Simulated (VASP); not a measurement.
Ir:

```
CELL_PARAMETERS angstrom
-1.52367 1.52367 1.52367
1.52367 -1.52367 1.52367
1.52367 1.52367 -1.52367
ATOMIC_POSITIONS crystal
Ir 0.00000 0.00000 0.00000
```

```yaml
Program: VASP 6.6.1
Task: relaxation of cell and atoms
Functional: revPBE
Potentials_or_basis: VASP PAW PBE potentials, release 64 (Ir)
Cutoff: 600 eV
k_mesh: 14 × 14 × 14
Occupations: fermi-dirac, width 0.1 eV
Spin: no spin polarisation
```

At the start: pressure 26.2 GPa; volume 14.15 Å³/atom.

How do energy, volume and symmetry change on relaxing?

Over 17 steps the energy falls by 81.4 meV/atom and the volume is 15.22 Å³/atom (+7.6 %); space group Im-3m (No. 229, to 0.05 Å).

The path:
| step | energy change (eV) | largest force (eV/Å) | pressure (GPa) | volume (Å³) |
| --- | --- | --- | --- | --- |
| 1 | 0.0000 | 0.0000 | 26.16 | 14.15 |
| 2 | 0.5611 | 0.0000 | -37.73 | 19.43 |
| 3 | -0.0805 | 0.0000 | -2.35 | 15.35 |
| 4 | -0.0814 | 0.0000 | -0.29 | 15.24 |
| 5 | -0.0814 | 0.0000 | 0.14 | 15.22 |
| 6 | -0.0814 | 0.0000 | 0.14 | 15.22 |
| 7 | -0.0814 | 0.0000 | 0.14 | 15.22 |
| 8 | -0.0814 | 0.0000 | 0.13 | 15.22 |
| 9 | -0.0814 | 0.0000 | 0.13 | 15.22 |
| 10 | -0.0814 | 0.0000 | 0.13 | 15.22 |
| 11 | -0.0814 | 0.0000 | 0.13 | 15.22 |
| 12 | -0.0814 | 0.0000 | 0.13 | 15.22 |
| 13 | -0.0814 | 0.0000 | 0.13 | 15.22 |
| 14 | -0.0814 | 0.0000 | 0.13 | 15.22 |
| 15 | -0.0814 | 0.0000 | 0.13 | 15.22 |
| 16 | -0.0814 | 0.0000 | 0.11 | 15.22 |
| 17 | -0.0814 | 0.0000 | 0.09 | 15.22 |

Final structure:
```
Ir
1.0
    -1.56122    1.56122    1.56122
     1.56122   -1.56122    1.56122
     1.56122    1.56122   -1.56122
Ir
1
Direct
  0.00000 0.00000 0.00000
```

Caveat: the PAW data sets were made with another functional, which shifts forces and pressure a little.
